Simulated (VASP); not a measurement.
Here is a VASP 6.6.1 calculation.

Contents of INCAR:

```
PREC = Accurate
ENCUT = 520
EDIFF = 1E-6
ISMEAR = -1
SIGMA = 0.05
LREAL = False
LASPH = True
NELM = 60
ALGO = Normal
ISIF = 2
LWAVE = False
LCHARG = False
GGA = PE
NBANDS = 20
```

File KPOINTS:

```
Automatic mesh
0
Gamma
  11 11 6
```

The input POSCAR:

```
Tc
1.0
    2.7581462242      0.0000000000      0.0000000000
   -1.3790731121      2.3886246975      0.0000000000
    0.0000000000      0.0000000000      4.4271266766
Tc
2
Direct
    0.6666666667      0.3333333333      0.7500000000
    0.3333333333      0.6666666667      0.2500000000
```

Potentials or basis: VASP PAW PBE potentials, release 64 (Tc_pv).

Command:

```sh
$ cat potpaw_PBE.64/Tc_pv/POTCAR > POTCAR
$ mpirun -np 1 vasp_std > vasp.out
```

(1) Predict the band gap on the k mesh.

(2) Predict the pressure.

Results:

(1) zero (band 13 reaches 13.72 eV, above the bottom of band 14 at 10.70 eV).

(2) -3.7 GPa.
